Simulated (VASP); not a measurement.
Here is a VASP 6.6.1 calculation.

The input INCAR:

```
SYSTEM = Pt
  ALGO = Normal
  EDIFF = 1E-6
  ENCUT = 520
  GGA = PE
  ISIF = 2
  ISMEAR = 0
  LASPH = .True.
  LCHARG = .True.
  LELF = .True.
  LREAL = .False.
  LVHAR = .True.
  LWAVE = .False.
  NBANDS = 11
  NELM = 60
  PREC = Accurate
  SIGMA = 0.15
```

KPOINTS

```
k-points
0
Gamma
  20 20 20
  0 0 0
```

POSCAR

```
Pt
1.0
    0.0000000000      2.0557950000      2.0557950000
    2.0557950000      0.0000000000      2.0557950000
    2.0557950000      2.0557950000      0.0000000000
Pt
1
Direct
    0.0000000000      0.0000000000      0.0000000000
```

Potentials or basis: VASP PAW PBE potentials, release 64 (Pt).

Launch:

```sh
$ cat potpaw_PBE.64/Pt/POTCAR > POTCAR
$ mpirun -np 1 vasp_std > vasp.out
```

Question: What does it give for the pressure?

Answer: -19.7 GPa.

Question: What does it give for the band gap on the k mesh?

Answer: Zero (bands 5 and 6 overlap by 1.74 eV).

Caveat: the cell differs from its parent crystal (strain +0.050 along x and y, +0.050 along z); the cell stands under tension; spin-orbit coupling is left out, which moves the levels of the heavy elements.
